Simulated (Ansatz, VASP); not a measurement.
One calculation of Ge, two programs

Contents of INCAR:

```
PREC     = Accurate       # precision mode
ENCUT    = 520            # plane-wave cutoff, eV
EDIFF    = 1E-6           # SCF threshold, eV
ISMEAR   = -1             # smearing method
SIGMA    = 0.05           # smearing width, eV
LREAL    = False          # projectors in reciprocal space
LASPH    = True           # aspherical terms in the spheres
NELM     = 100            # most SCF steps
ALGO     = Normal         # electronic algorithm
ISIF     = 2              # what is computed and relaxed
LWAVE    = False          # write WAVECAR
LCHARG   = True           # write CHGCAR
GGA      = CA             # functional
LELF     = True           # ELF
LVHAR    = True         
NBANDS   = 36             # bands
```

Contents of KPOINTS:

```
regular mesh
0
Gamma
  8 8 4
```

Contents of POSCAR:

```
Ge
1.0
    4.0240606931      0.0000000000      0.0000000000
   -2.0120303466      3.4849387866      0.0000000000
    0.0000000000      0.0000000000      6.6430837134
Ge
4
Direct
    0.3333333333      0.6666666667      0.9370987500
    0.6666666667      0.3333333333      0.4370987500
    0.3333333333      0.6666666667      0.5629012500
    0.6666666667      0.3333333333      0.0629012500
```

The input input.yaml:

```yaml
crystal:
  lattice:
    - [4.0240606931, 0.0, 0.0]
    - [-2.0120303466, 3.4849387866, 0.0]
    - [0.0, 0.0, 6.6430837134]
  atoms:
    - { symbol: Ge, position: [0.3333333333, 0.6666666667, 0.93709875] }
    - { symbol: Ge, position: [0.6666666667, 0.3333333333, 0.43709875] }
    - { symbol: Ge, position: [0.3333333333, 0.6666666667, 0.56290125] }
    - { symbol: Ge, position: [0.6666666667, 0.3333333333, 0.06290125] }
kpoints:
  mp_grid: { grid: [8, 8, 4] }
scf:
  occupations: { method: fermi_dirac, width: 0.05 }
hamiltonian:
  xc: lda
  pseudopotentials: { kind: all_electron, lapw: { basis_error: 0.002 } }
output:
  forces: true
  stress: true
  eigenvalues: true
```

Change from the starting cell: volume scaled by 1.02.

Alike in both runs: task single point; functional LDA; k mesh 8 × 8 × 4; occupations fermi-dirac, width 0.05 eV; no spin polarisation.

|  | VASP | Ansatz |
| --- | --- | --- |
| version | VASP 6.6.1 | Ansatz 0.2.0 |
| potentials or method | VASP PAW LDA potentials, release 64 (Ge_d), cutoff 520 eV | all-electron LAPW, scalar-relativistic |

```csv
,VASP,Ansatz,Ansatz less VASP
gap on the k mesh at the Fermi level (eV),0.11,0.10,-0.020
least direct gap on the mesh (eV),0.19,0.18,-0.019
pressure (GPa),-3.0,-3.1,-0.11
"traceless stress, the component that is largest in VASP (GPa)",-0.20,-0.22,-0.016
rms of the force components (eV/Å),0.005,0.007,+0.0019
```

LDA's correlation is that of Perdew and Zunger in VASP and of Perdew and Wang (1992) in Ansatz. Atom by atom the forces differ by 0.002 eV/Å (rms over components). Ansatz ran all-electron here, and VASP with PAW potentials.
